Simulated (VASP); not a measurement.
# DyBe (R-3m) in VASP: relaxation of cell and atoms with PBE

Aim: the relaxation of cell and atoms of DyBe with PBE.

Program: VASP 6.6.1. These are calculated values, not measurements. Logs are shortened: lines on timing, memory, paths and dates and some standing lists are left out, and cuts for length are marked.

### 1 The cell of the first run

It takes space group R-3m (No. 166, trigonal). The conventional cell has a = 2.703 Å, b = 2.703 Å, c = 13.768 Å, α = 90.00°, β = 90.00°, γ = 120.00°. Dy (site symmetry -3m) has 6 Dy at 2.70 Å and 6 Be at 2.78 Å within 3.6 Å. Be (site symmetry -3m) has 6 Be at 2.70 Å and 6 Dy at 2.78 Å within 3.6 Å.

The cell was generated, and may not be a known phase.

### 2 Relaxation of cell and atoms, PBE

INCAR

```
SYSTEM = DyBe
ALGO     = Normal         ! electronic algorithm
EDIFF    = 1E-7           ! SCF threshold, eV
EDIFFG   = -0.08          ! ionic threshold
ENCUT    = 600            ! plane-wave cutoff, eV
GGA      = PE             ! functional
GGA_COMPAT= .FALSE.      
IBRION   = 2              ! ionic algorithm
ISIF     = 3              ! what is computed and relaxed
ISMEAR   = 0              ! smearing method
LASPH    = .TRUE.         ! aspherical terms in the spheres
LCHARG   = .FALSE.        ! write CHGCAR
LMAXMIX  = 6              ! l up to which the mixer works
LREAL    = .FALSE.        ! projectors in reciprocal space
LWAVE    = .FALSE.        ! write WAVECAR
NELM     = 200            ! most SCF steps
NELMIN   = 4            
NSW      = 36             ! ionic steps
PREC     = Accurate       ! precision mode
SIGMA    = 0.2            ! smearing width, eV
```

KPOINTS

```
k-points
0
G
  8 8 8
  0 0 0
```

POSCAR

```
DyBe
1.0
    1.3514292200      0.7802480200      4.5894545800
   -1.3514292200      0.7802480200      4.5894545800
    0.0000000000     -1.5604960500      4.5894545800
Dy Be
1 1
Direct
    0.5000000000      0.5000000000      0.5000000000
    0.0000000000      0.0000000000      0.0000000000
```

Potentials or basis: VASP PAW PBE potentials, release 64 (Dy_3, Be), 4f in core.

Command:

```console
cat potpaw_PBE.64/Dy_3/POTCAR potpaw_PBE.64/Be/POTCAR > POTCAR
mpirun -np 1 vasp_std > vasp.out
```

OUTCAR:

```text
SYSTEM = DyBe
   EDIFF = 1E-7
   EDIFFG = -0.08
   ENCUT = 600
   GGA = PE
   IBRION = 2
   ISIF = 3
   ISMEAR = 0
   LASPH = .TRUE.
   LREAL = .FALSE.
   NELM = 200
   NELMIN = 4
   NSW = 36
   PREC = Accurate

 ion  position               nearest neighbor table
   1  0.500  0.500  0.500-   2 2.78   2 2.78   2 2.78   2 2.78   2 2.78   2 2.78
   2  0.000  0.000  0.000-   1 2.78   1 2.78   1 2.78   1 2.78   1 2.78   1 2.78

  LATTYP: Found a trigonal (rhomboedric) cell.
 ALAT       =     4.8474984529
 COS(alpha) =     0.8445533932

  Lattice vectors:

 A1 = (   1.3514292200,   0.7802480200,   4.5894545800)
 A2 = (  -1.3514292200,   0.7802480200,   4.5894545800)
 A3 = (   0.0000000000,  -1.5604960500,   4.5894545800)

Analysis of symmetry for initial positions (statically):
=====================================================================
 Subroutine PRICEL returns:
 Original cell was already a primitive cell.

 Routine SETGRP: Setting up the symmetry group for a
 trigonal (rhombohedral) supercell.

 Subroutine GETGRP returns: Found 12 space group operations
 (whereof 12 operations were pure point group operations)
 out of a pool of 12 trial point group operations.

The static configuration has the point symmetry D_3d.

Analysis of symmetry for dynamics (positions and initial velocities):
=====================================================================
 Subroutine PRICEL returns:
 Original cell was already a primitive cell.

 Routine SETGRP: Setting up the symmetry group for a
 trigonal (rhombohedral) supercell.

 Subroutine GETGRP returns: Found 12 space group operations
 (whereof 12 operations were pure point group operations)
 out of a pool of 12 trial point group operations.

The dynamic configuration has the point symmetry D_3d.

 Subroutine INISYM returns: Found 12 space group operations
 (whereof 12 operations are pure point group operations),
 and found     1 'primitive' translations

----------------------------------------------------------------------------------------

                                     Primitive cell

  volume of cell :      29.0361

  direct lattice vectors                    reciprocal lattice vectors
     1.351429220  0.780248020  4.589454580     0.369978681  0.213607291  0.072630272
    -1.351429220  0.780248020  4.589454580    -0.369978681  0.213607291  0.072630272
     0.000000000 -1.560496050  4.589454580     0.000000000 -0.427214582  0.072630271

  length of vectors
     4.847498453  4.847498453  4.847498454     0.433344500  0.433344500  0.433344500

  position of ions in fractional coordinates (direct lattice)
     0.500000000  0.500000000  0.500000000
     0.000000000  0.000000000  0.000000000

[... 35 lines left out ...]
  0.250000 -0.000000  0.000000      6.000000
  0.375000  0.000000  0.000000      6.000000
  0.500000 -0.000000  0.000000      3.000000
  0.125000  0.125000  0.000000      6.000000
[... 16 lines left out ...]
  0.250000  0.125000  0.125000      6.000000
  0.375000  0.125000  0.125000      6.000000
 [... further k-points ...]
   k-points           NKPTS =     65   k-points in BZ     NKDIM =     65   number of bands    NBANDS=      9
   number of dos      NEDOS =    301   number of ions     NIONS =      2
   total plane-waves  NPLWV =  64000
   dimension x,y,z NGX =    40 NGY =   40 NGZ =   40
   dimension x,y,z NGXF=    80 NGYF=   80 NGZF=   80
   ions per type =               1   1
   NGX,Y,Z   is equivalent  to a cutoff of  13.72, 13.72, 13.72 a.u.
   NGXF,Y,Z  is equivalent  to a cutoff of  27.44, 27.44, 27.44 a.u.
 SYSTEM =  DyBe
   PREC   = accura    normal or accurate (medium, high low for compatibility)
   ISTART =      0    job   : 0-new  1-cont  2-samecut
   ICHARG =      2    charge: 1-file 2-atom 10-const
   ISPIN  =      1    spin polarized calculation?
   LNONCOLLINEAR =      F non collinear calculations
   LSORBIT =      F    spin-orbit coupling
   LASPH  =      T    aspherical Exc in radial PAW
   ENCUT  =  600.0 eV  44.10 Ry    6.64 a.u.   9.68  9.68  9.68*2*pi/ulx,y,z
   NELM   =    200;   NELMIN=  4; NELMDL= -5     # of ELM steps
   EDIFF  = 0.1E-06   stopping-criterion for ELM
   LREAL  =      F    real-space projection
   EDIFFG = -.8E-01   stopping-criterion for IOM
   NSW    =     36    number of steps for IOM
   IBRION =      2    ionic relax: 0-MD 1-quasi-New 2-CG
   NFREE  =      1    steps in history (QN), initial steepest desc. (CG)
   ISIF   =      3    stress and relaxation
   ISYM   =      2    0-nonsym 1-usesym 2-fastsym
   POTIM  = 0.5000    time-step for ionic-motion
   TEBEG  =    0.0;   TEEND  =   0.0 temperature during run
   PSTRESS=    0.0 pullay stress
   NELECT =      11.0000    total number of electrons
   NUPDOWN=      -1.0000    fix difference up-down
   EMIN   =  10.00;   EMAX   =-10.00  energy-range for DOS
   EFERMI =   0.00;   METHOD = LEGACY
   ISMEAR =     0;   SIGMA  =   0.20  broadening in eV -4-tet -1-fermi 0-gaus
   EFERMI_NEDOS =   21; number of points for ismear=-14 and -15
   IALGO  =     38    algorithm
   IMIX   =      4    mixing-type and parameters
     AMIX     =   0.40;   BMIX     =  1.00
     AMIX_MAG =   1.60;   BMIX_MAG =  1.00
  volume/ion in A,a.u.               =      14.52        97.97
  Fermi-wavevector in a.u.,A,eV,Ry     =   1.184567  2.238507 19.091681  1.403199
  Thomas-Fermi vector in A             =   2.320779
   LORBIT       =      0    0 simple, 1 ext, 2 COOP (PROOUT), +10 PAW based schemes
   GGA     = PE    functional components
   LHFCALC =     F    Hartree Fock is set to
   AEXX    =    0.0000 exact exchange contribution
   IVDW    =     0    specifies the selected vdW correction
   LEPSILON=     F    determine dielectric tensor
   LRPA    =     F    only Hartree local field effects (RPA)
 conjugate gradient relaxation of ions
 non-spin polarized calculation
 Gauss-broadening in eV      SIGMA  =   0.20
  energy-cutoff  :      600.00
  volume of cell :       29.04
 maximum number of plane-waves:      1002
   NGX = 19   NGY = 19   NGZ = 19

--------------------------------------- Ionic step        1  -------------------------------------------

 number of electron      11.0000000 magnetization

 Free energy of the ion-electron system (eV)
  ---------------------------------------------------
  ext. energy  EPLUGINS =         0.00000000
  ---------------------------------------------------
  free energy    TOTEN  =        -5.89557379 eV

  energy without entropy =       -5.86900574  energy(sigma->0) =       -5.88228977

 E-fermi :   5.4123     XC(G=0): -11.3352

 val. band max:        5.3865543022   @ k =  -0.3750   0.3750   0.3750
 cond. band min:       5.4176392420   @ k =  -0.1250   0.5000   0.1250
 fundamental gap:      0.0310849398
 Fermi energy:         5.4123257674
[... 872 lines left out ...]
--------------------------------------- Ionic step        9  -------------------------------------------

 number of electron      11.0000000 magnetization

 Free energy of the ion-electron system (eV)
  ---------------------------------------------------
  ext. energy  EPLUGINS =         0.00000000
  ---------------------------------------------------
  free energy    TOTEN  =        -7.41967132 eV

  energy without entropy =       -7.36645011  energy(sigma->0) =       -7.39306072

 E-fermi :   2.5775     XC(G=0):  -9.5463

 val. band max:        2.5643579289   @ k =  -0.2500  -0.3750   0.1250
 cond. band min:       2.6009329921   @ k =  -0.2500   0.3750   0.1250
 fundamental gap:      0.0365750633
 Fermi energy:         2.5775201224
[... 317 lines left out ...]
  FREE ENERGIE OF THE ION-ELECTRON SYSTEM (eV)
  ---------------------------------------------------
  free  energy   TOTEN  =        -7.4196713241 eV

  energy  without entropy=       -7.3664501084  energy(sigma->0) =       -7.39306072

 reached required accuracy - stopping structural energy minimisation
```

CONTCAR:

```text
DyBe
   1.00000000000000
     1.8041895316927201    1.0416493065160743    4.0076837133832299
    -1.8041895316927201    1.0416493065160743    4.0076837133832299
    -0.0000000000000000   -2.0832986248931906    4.0076837130466885
  Dy              Be
     1     1
Direct
     0.5000000000000000    0.5000000000000000    0.5000000000000000
     0.0000000000000000    0.0000000000000000    1.0000000000000000

  0.00000000E+00  0.00000000E+00  0.00000000E+00
  0.00000000E+00  0.00000000E+00  0.00000000E+00
```

It took 3.3 min on 1 thread of Intel Xeon 6975P-C (Granite Rapids), shared host; peak memory 0.27 GiB.

Results:

| Quantity | Value |
| --- | --- |
| Free energy | -7.4197 eV |
| Relaxed volume | 22.60 Å³/atom |
| Relaxed cell | a = 4.517 Å, b = 4.517 Å, c = 4.517 Å, α = 47.09°, β = 47.09°, γ = 47.09° |
| Space group after relaxing (to 0.1 Å) | R-3m (No. 166) |
| Energy gained by relaxing | 762.0 meV/atom |
| Ionic steps | 9 |
| Pressure after relaxing | -0.4 GPa |
| Band gap on the k mesh | zero (an odd number of electrons rules out a gap without spin polarisation) |

The path:
| step | energy change (eV) | largest force (eV/Å) | pressure (GPa) | volume (Å³) |
| --- | --- | --- | --- | --- |
| 1 | 0.0000 | 0.0000 | 30.53 | 29.04 |
| 2 | -1.0448 | 0.0000 | 0.24 | 42.24 |
| 3 | -1.0333 | 0.0000 | -3.32 | 46.50 |
| 4 | -1.0518 | 0.0000 | -1.41 | 44.02 |
| 5 | -1.2783 | 0.0000 | -1.29 | 44.45 |
| 6 | -1.5103 | 0.0000 | 1.56 | 43.87 |
| 7 | -1.5218 | 0.0000 | 0.94 | 44.11 |
| 8 | -1.5234 | 0.0000 | 0.71 | 44.19 |
| 9 | -1.5241 | 0.0000 | -0.43 | 45.19 |

Final structure:
```cif
data_structure
_symmetry_space_group_name_H-M 'P 1'
_symmetry_Int_Tables_number 1
_cell_length_a 4.5168
_cell_length_b 4.5168
_cell_length_c 4.5168
_cell_angle_alpha 47.086
_cell_angle_beta 47.086
_cell_angle_gamma 47.086
_cell_volume 45.19
loop_
_atom_site_label
_atom_site_type_symbol
_atom_site_fract_x
_atom_site_fract_y
_atom_site_fract_z
_atom_site_occupancy
Dy1 Dy 0.50000 0.50000 0.50000 1
Be1 Be 0.00000 0.00000 0.00000 1
```

Caveat: the volume moved by over 15 % at a fixed basis, so the end points are rough; spin-orbit coupling is left out, which moves the levels of the heavy elements; the 4f electrons are frozen in the core, so they carry no moment and show no levels. Spin polarisation is off, so any magnetic state and its effect on volume and gap are missing.

The gap in the log of VASP goes by the Fermi energy; the results here count the filled bands.